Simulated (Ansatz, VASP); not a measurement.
This is a calculation of Ni for VASP 6.6.1.

INCAR

```
PREC = Accurate
ENCUT = 690
EDIFF = 1E-6
ISMEAR = -1
SIGMA = 0.05
LREAL = False
LASPH = True
NELM = 200
ALGO = Normal
ISIF = 2
LWAVE = False
LCHARG = False
ISPIN = 2
MAGMOM = 1 1
LORBIT = 11
LMAXMIX = 4
NBANDS = 29
GGA_COMPAT = False
```

The input KPOINTS:

```
Automatic mesh
0
Gamma
  12 12 7
```

Contents of POSCAR:

```
Ni
1.0
    2.4149374515      0.0000000000      0.0000000000
   -1.2074687258      2.0913971816      0.0000000000
    0.0000000000      0.0000000000      4.0177628822
Ni
2
Direct
    0.6666666667      0.3333333333      0.7500000000
    0.3333333333      0.6666666667      0.2500000000
```

Potentials or basis: VASP PAW LDA potentials, release 64 (Ni_sv_GW).

Command:

```bash
$ cat potpaw_LDA.64/Ni_sv_GW/POTCAR > POTCAR
$ mpirun -np 1 vasp_std > vasp.out
```

**Question.** Translate it to Ansatz 0.2.0. Potentials there: Ansatz PAW.

**Answer.** As run (the cutoff follows the program's own potentials):

Contents of input.yaml:

```yaml
crystal:
  lattice:
    - [2.4149374515, 0.0, 0.0]
    - [-1.2074687258, 2.0913971816, 0.0]
    - [0.0, 0.0, 4.0177628822]
  atoms:
    - { symbol: Ni, position: [0.6666666667, 0.3333333333, 0.75], spin: 1.0 }
    - { symbol: Ni, position: [0.3333333333, 0.6666666667, 0.25], spin: 1.0 }
hamiltonian:
  xc: lda
  pseudopotentials: { kind: paw }
magnetization:
  spin_polarized: true
kpoints:
  mp_grid: { grid: [12, 12, 7] }
scf:
  occupations: { method: fermi_dirac, width: 0.05 }
output:
  forces: true
  stress: true
  eigenvalues: true
```

Potentials or basis: Ansatz PAW.

Command:

```console
$ ansatz run input.yaml --threads 2 --pin off --max-ram 5632MiB --backend cpu --events-out ev --progress --plain --runs-dir out
```

Both were run:

|  | VASP | Ansatz | Ansatz less VASP |
| --- | --- | --- | --- |
| gap on the k mesh at the Fermi level (eV) | none | none | - |
| pressure (GPa) | -3.2 | -2.0 | +1.23 |
| traceless stress, the component that is largest in VASP (GPa) | -2.52 | -2.64 | -0.122 |
| net moment per atom (μB) | 0.57 | 0.60 | +0.025 |
| size of the moment on the site where the two differ most (μB) | 0.59 | 0.62 | +0.027 |

LDA's correlation is that of Perdew and Zunger in VASP and of Perdew and Wang (1992) in Ansatz. Site moments also hang on the region over which each program counts them. A gap of «none» marks a metal or a gap that the smearing closes.
